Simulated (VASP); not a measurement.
# MgH2 in VASP: notebook, part 2 of 2

VASP 6.6.1.

### 4 Relaxation of cell and atoms, PBE

This run uses another cell than the first one, of 9.25 Å³/atom, 1.015 times its volume.

The input, INCAR:

```
ALGO = Normal ; EDIFF = 1E-6
EDIFFG = -0.01 ; ENCUT = 600
GGA = PE ; IBRION = 2
ISIF = 3 ; ISMEAR = 0
LASPH = True ; LCHARG = False
LREAL = False ; LWAVE = False
NELM = 100 ; NSW = 100
PREC = Accurate ; SIGMA = 0.1
```

The input, KPOINTS:

```
k-points
0
Gamma
  12 12 8
```

The input, POSCAR:

```
MgH2
1.0
    2.4193977934     -2.4280866936      0.0000000000
    2.4193977934      2.4280866936      0.0000000000
    0.0000000000      0.0000000000      4.7254415518
Mg H
2 4
Direct
    0.0000000000      0.0000000000      0.0000000000
    0.5000000000      0.5000000000      0.5000000000
    0.5491741038      0.9508258962      0.2500000000
    0.9508258962      0.5491741038      0.7500000000
    0.4508258962      0.0491741038      0.7500000000
    0.0491741038      0.4508258962      0.2500000000
```

Potentials or basis: VASP PAW PBE potentials, release 64 (Mg, H).

On the command line:

```sh
cat potpaw_PBE.64/Mg/POTCAR potpaw_PBE.64/H/POTCAR > POTCAR
mpirun -np 1 vasp_std > vasp.out
```

OUTCAR:

```text
EDIFF = 1E-6
   EDIFFG = -0.01
   ENCUT = 600
   GGA = PE
   IBRION = 2
   ISIF = 3
   ISMEAR = 0
   LASPH = True
   LREAL = False
   NELM = 100
   NSW = 100
   PREC = Accurate

 ion  position               nearest neighbor table
   1  0.000  0.000  0.000-   3 1.95   4 1.95   5 1.95   6 1.95   3 2.23   4 2.23   6 2.23   5 2.23
                             2 3.38   2 3.38   2 3.38   2 3.38   2 3.39   2 3.39   2 3.39   2 3.39
   2  0.500  0.500  0.500-   3 1.95   4 1.95   5 1.95   6 1.95   6 2.23   5 2.23   3 2.23   4 2.23
                             1 3.38   1 3.38   1 3.38   1 3.38   1 3.39   1 3.39   1 3.39   1 3.39
   3  0.549  0.951  0.250-   1 1.95   2 1.95   2 2.23   1 2.23
   4  0.951  0.549  0.750-   1 1.95   2 1.95   2 2.23   1 2.23
   5  0.451  0.049  0.750-   1 1.95   2 1.95   1 2.23   2 2.23
   6  0.049  0.451  0.250-   1 1.95   2 1.95   1 2.23   2 2.23

  LATTYP: Found a base centered orthorhombic cell.
 ALAT       =     4.8387955868
 B/A-ratio  =     1.0035913483
 C/A-ratio  =     0.9765739154

  Lattice vectors:

 A1 = (   2.4193977934,  -2.4280866936,   0.0000000000)
 A2 = (   2.4193977934,   2.4280866936,   0.0000000000)
 A3 = (   0.0000000000,   0.0000000000,   4.7254415518)

Analysis of symmetry for initial positions (statically):
=====================================================================
 Subroutine PRICEL returns:
 Original cell was already a primitive cell.

 Routine SETGRP: Setting up the symmetry group for a
 base centered orthorhombic supercell.

 Subroutine GETGRP returns: Found  8 space group operations
 (whereof  4 operations were pure point group operations)
 out of a pool of  8 trial point group operations.

The static configuration has the point symmetry C_2h.
 The point group associated with its full space group is D_2h.

Analysis of symmetry for dynamics (positions and initial velocities):
=====================================================================
 Subroutine PRICEL returns:
 Original cell was already a primitive cell.

 Routine SETGRP: Setting up the symmetry group for a
 base centered orthorhombic supercell.

 Subroutine GETGRP returns: Found  8 space group operations
 (whereof  4 operations were pure point group operations)
 out of a pool of  8 trial point group operations.

The dynamic configuration has the point symmetry C_2h.
 The point group associated with its full space group is D_2h.

 Subroutine INISYM returns: Found  8 space group operations
 (whereof  4 operations are pure point group operations),
 and found     1 'primitive' translations

----------------------------------------------------------------------------------------

                                     Primitive cell

  volume of cell :      55.5193

  direct lattice vectors                    reciprocal lattice vectors
     2.419397793 -2.428086694  0.000000000     0.206662997 -0.205923455  0.000000000
     2.419397793  2.428086694  0.000000000     0.206662997  0.205923455  0.000000000
     0.000000000  0.000000000  4.725441552     0.000000000  0.000000000  0.211620436

  length of vectors
     3.427694659  3.427694659  4.725441552     0.291743147  0.291743147  0.211620436

  position of ions in fractional coordinates (direct lattice)
     0.000000000  0.000000000  0.000000000
     0.500000000  0.500000000  0.500000000
     0.549174104  0.950825896  0.250000000
     0.950825896  0.549174104  0.750000000
     0.450825896  0.049174104  0.750000000
     0.049174104  0.450825896  0.250000000

  ion indices of the primitive-cell ions
[... 78 lines left out ...]
   NELM   =    100;   NELMIN=  2; NELMDL= -5     # of ELM steps
   EDIFF  = 0.1E-05   stopping-criterion for ELM
   LREAL  =      F    real-space projection
   EDIFFG = -.1E-01   stopping-criterion for IOM
   NSW    =    100    number of steps for IOM
   IBRION =      2    ionic relax: 0-MD 1-quasi-New 2-CG
   NFREE  =      1    steps in history (QN), initial steepest desc. (CG)
   ISIF   =      3    stress and relaxation
   ISYM   =      2    0-nonsym 1-usesym 2-fastsym
   POTIM  = 0.5000    time-step for ionic-motion
   TEBEG  =    0.0;   TEEND  =   0.0 temperature during run
   PSTRESS=    0.0 pullay stress
   NELECT =       8.0000    total number of electrons
   NUPDOWN=      -1.0000    fix difference up-down
   EMIN   =  10.00;   EMAX   =-10.00  energy-range for DOS
   EFERMI =   0.00;   METHOD = LEGACY
   ISMEAR =     0;   SIGMA  =   0.10  broadening in eV -4-tet -1-fermi 0-gaus
   EFERMI_NEDOS =   21; number of points for ismear=-14 and -15
   IALGO  =     38    algorithm
   IMIX   =      4    mixing-type and parameters
     AMIX     =   0.40;   BMIX     =  1.00
     AMIX_MAG =   1.60;   BMIX_MAG =  1.00
  volume/ion in A,a.u.               =       9.25        62.44
  Fermi-wavevector in a.u.,A,eV,Ry     =   0.858269  1.621894 10.022406  0.736626
  Thomas-Fermi vector in A             =   1.975448
   LORBIT       =      0    0 simple, 1 ext, 2 COOP (PROOUT), +10 PAW based schemes
   GGA     = PE    functional components
   LHFCALC =     F    Hartree Fock is set to
   AEXX    =    0.0000 exact exchange contribution
   IVDW    =     0    specifies the selected vdW correction
   LEPSILON=     F    determine dielectric tensor
   LRPA    =     F    only Hartree local field effects (RPA)
 conjugate gradient relaxation of ions
 non-spin polarized calculation
 Gauss-broadening in eV      SIGMA  =   0.10
  energy-cutoff  :      600.00
  volume of cell :       55.52
 maximum number of plane-waves:      1880
   NGX = 13   NGY = 13   NGZ = 19

--------------------------------------- Ionic step        1  -------------------------------------------

 number of electron       7.9999999 magnetization

 Free energy of the ion-electron system (eV)
  ---------------------------------------------------
  ext. energy  EPLUGINS =         0.00000000
  ---------------------------------------------------
  free energy    TOTEN  =       -16.99383305 eV

  energy without entropy =      -16.99228711  energy(sigma->0) =      -16.99306008

------------------------ aborting loop because EDIFF is reached ----------------------------------------

  FORCE on cell =-STRESS in cart. coord.  units (eV):
  Direction    XX          YY          ZZ          XY          YZ          ZX
  --------------------------------------------------------------------------------------
  -------------------------------------------------------------------------------------
  Total       -0.0609182     -0.1267748     -0.1213262      0.0000000     -0.0000000      0.0000000
  in kB       -1.7579800     -3.6584719     -3.5012356      0.0000000     -0.0000000      0.0000000
  external PRESSURE =      -2.9725625 kB  Pullay stress =       0.0000000 kB
[... 101 lines left out ...]
  FREE ENERGIE OF THE ION-ELECTRON SYSTEM (eV)
  ---------------------------------------------------
  free  energy   TOTEN  =       -16.9942784654 eV

  energy  without entropy=      -16.9927642664  energy(sigma->0) =      -16.99352137

[... ionic steps 4 to 12 ...]

--------------------------------------- Ionic step       13  -------------------------------------------

 number of electron       7.9999999 magnetization

------------------------ aborting loop because EDIFF is reached ----------------------------------------
[... 75 lines left out ...]
--------------------------------------- Ionic step       15  -------------------------------------------

 number of electron       7.9999999 magnetization

 Free energy of the ion-electron system (eV)
  ---------------------------------------------------
  ext. energy  EPLUGINS =         0.00000000
  ---------------------------------------------------
  free energy    TOTEN  =       -16.99755511 eV

  energy without entropy =      -16.99616325  energy(sigma->0) =      -16.99685918

 E-fermi :   2.9402     XC(G=0):  -8.9171

 val. band max:        2.9286658437   @ k =   0.1667   0.0000   0.0000
 cond. band min:       2.9481338652   @ k =   0.0000   0.0000   0.2500
 fundamental gap:      0.0194680216
 Fermi energy:         2.9401689646

 k-point     1 :       0.0000    0.0000    0.0000
  band No.  band energies     occupation
      1      -6.9871      2.00000
      2      -2.6963      2.00000
      3       0.5750      2.00000
      4       2.6661      1.99989
      5       3.5572      0.00000
      6       7.5761      0.00000
      7       7.9279      0.00000
      8      10.6603      0.00000
[... 243 lines left out ...]
 k-point    24 :      -0.4167    0.1667    0.0000
  band No.  band energies     occupation
      1      -4.6517      2.00000
      2      -2.9779      2.00000
      3      -0.7425      2.00000
      4       0.6844      2.00000
      5       5.0723      0.00000
      6       5.5541      0.00000
      7       7.0096      0.00000
      8       7.4400      0.00000

 [... further k-points ...]
[... 5 lines left out ...]
  --------------------------------------------------------------------------------------
  -------------------------------------------------------------------------------------
  Total        0.0292829     -0.0002564     -0.0142731      0.0000000      0.0000000      0.0000000
  in kB        0.8652209     -0.0075772     -0.4217278      0.0000000      0.0000000      0.0000000
  external PRESSURE =       0.1453053 kB  Pullay stress =       0.0000000 kB
[... 21 lines left out ...]
  FREE ENERGIE OF THE ION-ELECTRON SYSTEM (eV)
  ---------------------------------------------------
  free  energy   TOTEN  =       -16.9975551123 eV

  energy  without entropy=      -16.9961632546  energy(sigma->0) =      -16.99685918

 reached required accuracy - stopping structural energy minimisation
```

It took 5 min on 1 thread of Intel Xeon 6975P-C (Granite Rapids), shared host; peak memory 0.29 GiB.

Results:

```
Free energy                            : -16.9976 eV
Relaxed volume                         : 9.04 Å³/atom
Relaxed cell                           : a = 3.383 Å, b = 3.383 Å, c = 4.738 Å, α = 90.00°, β = 90.00°, γ = 89.77°
Space group after relaxing (to 0.05 Å) : Cmce (No. 64)
Energy gained by relaxing              : 0.6 meV/atom
Ionic steps                            : 15
Pressure after relaxing                : 0.0 GPa
Band gap on the k mesh                 : zero (band 4 reaches 3.22 eV, above the bottom of band 5 at 2.51 eV)
```

Step by step:
```csv
step,energy change (eV),largest force (eV/Å),pressure (GPa),volume (Å³)
1,0.0000,0.0138,-0.30,55.52
2,-0.0003,0.0161,-0.17,55.38
3,-0.0004,0.0204,0.07,55.13
4,-0.0006,0.0198,0.06,55.11
5,-0.0009,0.0180,0.04,55.07
6,-0.0014,0.0144,0.00,54.97
7,-0.0015,0.0076,-0.06,54.77
8,-0.0016,0.0105,-0.04,54.86
9,-0.0017,0.0102,-0.04,54.84
10,-0.0020,0.0092,-0.03,54.80
11,-0.0025,0.0074,-0.03,54.71
12,-0.0032,0.0047,0.00,54.53
13,-0.0037,0.0033,0.09,54.17
14,-0.0037,0.0031,0.07,54.20
15,-0.0037,0.0020,0.01,54.22
```

Final structure:
```
Mg H
1.0
     2.39693   -2.38746    0.00000
     2.39693    2.38746    0.00000
     0.00000    0.00000    4.73779
Mg H
2 4
Direct
  0.00000 0.00000 0.00000
  0.50000 0.50000 0.50000
  0.53076 0.96924 0.25000
  0.96924 0.53076 0.75000
  0.46924 0.03076 0.75000
  0.03076 0.46924 0.25000
```

Levels at points of the mesh, in eV from the Fermi level:
| k point | band 1 | band 2 | band 3 | band 4 | band 5 | band 6 | band 7 | band 8 |
| --- | --- | --- | --- | --- | --- | --- | --- | --- |
| (0.00, 0.00, 0.00) | -9.93 | -5.64 | -2.37 | -0.27 | 0.62 | 4.64 | 4.99 | 7.72 |
| (0.50, 0.00, 0.00) | -7.05 | -7.05 | -3.17 | -3.17 | 2.85 | 2.85 | 6.14 | 6.14 |
| (0.50, 0.50, 0.00) | -5.76 | -5.65 | -2.65 | -2.36 | -0.43 | 0.02 | 4.57 | 4.70 |
| (0.00, 0.00, 0.50) | -8.43 | -8.43 | -1.15 | -1.15 | 5.50 | 5.50 | 6.01 | 6.01 |
| (0.50, 0.00, 0.50) | -5.70 | -5.70 | -5.60 | -5.60 | 6.65 | 6.65 | 7.02 | 7.02 |
| (0.50, 0.50, 0.50) | -4.49 | -4.49 | -4.43 | -4.43 | 0.99 | 0.99 | 1.41 | 1.41 |

### 5 Single point, PBE

This run uses another cell than the first one, of 9.25 Å³/atom, 1.015 times its volume.

The input, INCAR:

```
  ALGO = Normal
  EDIFF = 1E-7
  ENCUT = 520
  GGA = PE
  ISIF = 2
  ISMEAR = 0
  LASPH = True
  LCHARG = False
  LREAL = False
  LWAVE = False
  NBANDS = 13
  NELM = 80
  PREC = Accurate
  SIGMA = 0.1
```

The input, KPOINTS:

```
k-points
0
Gamma
  6 6 4
```

The input, POSCAR:

```
MgH2
1.0
    2.4193977934     -2.4280866936      0.0000000000
    2.4193977934      2.4280866936      0.0000000000
    0.0000000000      0.0000000000      4.7254415518
Mg H
2 4
Direct
    0.7493070214      0.2506929786      0.8315000515
    0.2506929786      0.7493070214      0.3315000515
    0.3002714186      0.2033091683      0.0841918593
    0.6997285814      0.7966908317      0.5841918593
    0.2033091683      0.3002714186      0.5841918593
    0.7966908317      0.6997285814      0.0841918593
```

Potentials or basis: VASP PAW PBE potentials, release 64 (Mg, H).

On the command line:

```sh
cat potpaw_PBE.64/Mg/POTCAR potpaw_PBE.64/H/POTCAR > POTCAR
mpirun -np 1 vasp_std > vasp.out
```

OUTCAR:

```text
EDIFF = 1E-7
   ENCUT = 520
   GGA = PE
   ISIF = 2
   ISMEAR = 0
   LASPH = True
   LREAL = False
   NELM = 80
   PREC = Accurate

 ion  position               nearest neighbor table
   1  0.749  0.251  0.832-   4 1.95   5 1.95   3 1.95   6 1.95   4 2.21   5 2.21   6 2.24   3 2.24
                             2 3.38   2 3.38   2 3.38   2 3.38   2 3.38   2 3.38   2 3.39   2 3.39
   2  0.251  0.749  0.332-   3 1.95   6 1.95   5 1.95   4 1.95   6 2.21   3 2.21   5 2.24   4 2.24
                             1 3.38   1 3.38   1 3.38   1 3.38   1 3.38   1 3.38   1 3.39   1 3.39
   3  0.300  0.203  0.084-   2 1.95   1 1.95   2 2.21   1 2.24
   4  0.700  0.797  0.584-   1 1.95   2 1.95   1 2.21   2 2.24
   5  0.203  0.300  0.584-   1 1.95   2 1.95   1 2.21   2 2.24
   6  0.797  0.700  0.084-   2 1.95   1 1.95   2 2.21   1 2.24

  LATTYP: Found a base centered orthorhombic cell.
 ALAT       =     4.8387955868
 B/A-ratio  =     1.0035913483
 C/A-ratio  =     0.9765739154

  Lattice vectors:

 A1 = (   2.4193977934,  -2.4280866936,   0.0000000000)
 A2 = (   2.4193977934,   2.4280866936,   0.0000000000)
 A3 = (   0.0000000000,   0.0000000000,   4.7254415518)

[... 198 lines left out ...]
      5       3.0246      0.00000
      6       7.3113      0.00000
      7       8.1051      0.00000
      8      10.1487      0.00000
      9      11.5574      0.00000
     10      12.2001      0.00000
     11      12.2298      0.00000
     12      14.2941      0.00000
     13      14.3173      0.00000
[... 354 lines left out ...]
  band No.  band energies     occupation
      1      -2.9550      2.00000
      2      -2.8987      2.00000
      3      -0.7465      2.00000
      4      -0.5643      2.00000
      5       3.8179      0.00000
      6       3.9500      0.00000
      7       6.4878      0.00000
      8       6.7604      0.00000
      9       8.7133      0.00000
     10       8.8259      0.00000
     11      13.8144      0.00000
     12      14.0704      0.00000
     13      16.2826      0.00000

 [... further k-points ...]
[... 5 lines left out ...]
  --------------------------------------------------------------------------------------
  -------------------------------------------------------------------------------------
  Total       -0.2003167     -0.1331612     -0.0806354      0.0000000      0.0000000      0.0000000
  in kB       -5.7807463     -3.8427691     -2.3269803      0.0000000      0.0000000      0.0000000
  external PRESSURE =      -3.9834986 kB  Pullay stress =       0.0000000 kB

 VOLUME and BASIS-vectors are now :
 -----------------------------------------------------------------------------
  energy-cutoff  :      520.00
  volume of cell :       55.52
      direct lattice vectors                 reciprocal lattice vectors
     2.419397793 -2.428086694  0.000000000     0.206662997 -0.205923455  0.000000000
     2.419397793  2.428086694  0.000000000     0.206662997  0.205923455  0.000000000
     0.000000000  0.000000000  4.725441552     0.000000000  0.000000000  0.211620436

 POSITION                                       TOTAL-FORCE (eV/Angst)
 -----------------------------------------------------------------------------------
      2.41940     -1.21068      3.92920         0.000000      0.006768      0.010288
      2.41940      1.21068      1.56648         0.000000     -0.006768      0.010288
      1.21836     -0.23543      0.39784        -0.034663      0.001379     -0.005144
      3.62043      0.23543      2.76056         0.034663     -0.001379     -0.005144
      1.21836      0.23543      2.76056        -0.034663     -0.001379     -0.005144
      3.62043     -0.23543      0.39784         0.034663      0.001379     -0.005144
 -----------------------------------------------------------------------------------
    total drift:                                0.000000     -0.000000      0.000076

  FREE ENERGIE OF THE ION-ELECTRON SYSTEM (eV)
  ---------------------------------------------------
  free  energy   TOTEN  =       -16.9914722375 eV

  energy  without entropy=      -16.9903521650  energy(sigma->0) =      -16.99091220
```

OSZICAR:

```text
N       E                     dE             d eps       ncg     rms          rms(c)
DAV:   1    -0.138289893750E+01   -0.13829E+01   -0.28611E+03  1014   0.473E+02
DAV:   2    -0.175747407935E+02   -0.16192E+02   -0.15093E+02  1282   0.738E+01
DAV:   3    -0.183547509136E+02   -0.78001E+00   -0.77827E+00  1257   0.145E+01
DAV:   4    -0.183573508864E+02   -0.26000E-02   -0.25999E-02  1232   0.966E-01
DAV:   5    -0.183573764257E+02   -0.25539E-04   -0.25539E-04  1282   0.976E-02    0.661E+00
DAV:   6    -0.173449174592E+02    0.10125E+01   -0.55614E-01  1154   0.319E+00    0.340E+00
DAV:   7    -0.169827947969E+02    0.36212E+00   -0.85440E-01  1199   0.414E+00    0.546E-01
DAV:   8    -0.169924987727E+02   -0.97040E-02   -0.25201E-02  1194   0.782E-01    0.203E-01
DAV:   9    -0.169914253987E+02    0.10734E-02   -0.19765E-03  1272   0.197E-01    0.239E-02
DAV:  10    -0.169914756690E+02   -0.50270E-04   -0.14336E-04  1194   0.605E-02    0.235E-02
DAV:  11    -0.169914721839E+02    0.34851E-05   -0.15550E-05  1285   0.148E-02    0.180E-03
DAV:  12    -0.169914722375E+02   -0.53627E-07   -0.80154E-07  1244   0.495E-03
   1 F= -.16991472E+02 E0= -.16990912E+02  d E =-.112007E-02
```

Wall time 17 s (1 thread of Intel Xeon Platinum 8375C at 2.90GHz (Ice Lake), shared host); peak memory 0.18 GiB.

Results:

| Item | Value |
| --- | --- |
| Free energy | -16.9915 eV |
| Pressure | -0.4 GPa |
| Largest force | 0.035 eV/Å |
| Band gap on the k mesh | zero (band 4 reaches 2.70 eV, above the bottom of band 5 at 2.38 eV) |

Forces on the atoms (eV/Å):
```
Mg   0.000  0.007  0.010
Mg   0.000 -0.007  0.010
H   -0.035  0.001 -0.005
H    0.035 -0.001 -0.005
H   -0.035 -0.001 -0.005
H    0.035  0.001 -0.005
```

Stress tensor (GPa, compression positive):
```
-0.58  0.00  0.00
 0.00 -0.38  0.00
 0.00  0.00 -0.23
```

Levels at points of the mesh, in eV from the Fermi level:
```csv
k point,band 2,band 3,band 4,band 5,band 6,band 7
"(0.00, 0.00, 0.00)",-5.30,-2.20,0.04,0.37,4.65,5.45
"(0.50, 0.00, 0.00)",-6.78,-2.97,-2.91,3.08,3.09,6.11
"(0.50, 0.50, 0.00)",-5.42,-2.86,-2.12,-0.27,0.56,4.41
"(0.00, 0.00, 0.50)",-8.11,-1.08,-1.08,5.81,5.81,5.96
"(0.50, 0.00, 0.50)",-5.47,-5.35,-5.35,6.55,6.55,6.79
"(0.50, 0.50, 0.50)",-4.27,-4.26,-4.26,1.11,1.11,1.46
```

### 6 Summary

| task | cell | k mesh | cutoff (eV) | gap on the mesh (eV) | pressure (GPa) |
| --- | --- | --- | --- | --- | --- |
| single point | a = 3.397, b = 3.397, c = 4.740 Å, angles 90.0, 90.0, 89.8°, 6 atoms | 12 × 12 × 8 | 520 | none | -0.4 |
| relaxation of cell and atoms | relaxed from a = 3.428, b = 3.428, c = 4.725 Å, angles 90.0, 90.0, 90.2°, 6 atoms | 12 × 12 × 8 | 600 | none | 0.0 |
| single point | a = 3.428, b = 3.428, c = 4.725 Å, angles 90.0, 90.0, 90.2°, 6 atoms | 6 × 6 × 4 | 520 | none | -0.4 |

Alike in all rows: level PBE; potentials or basis VASP PAW PBE potentials, release 64 (Mg, H); no spin polarisation; smearing gaussian 0.1 eV.

Absolute energies hang on the potentials; compare differences alone.
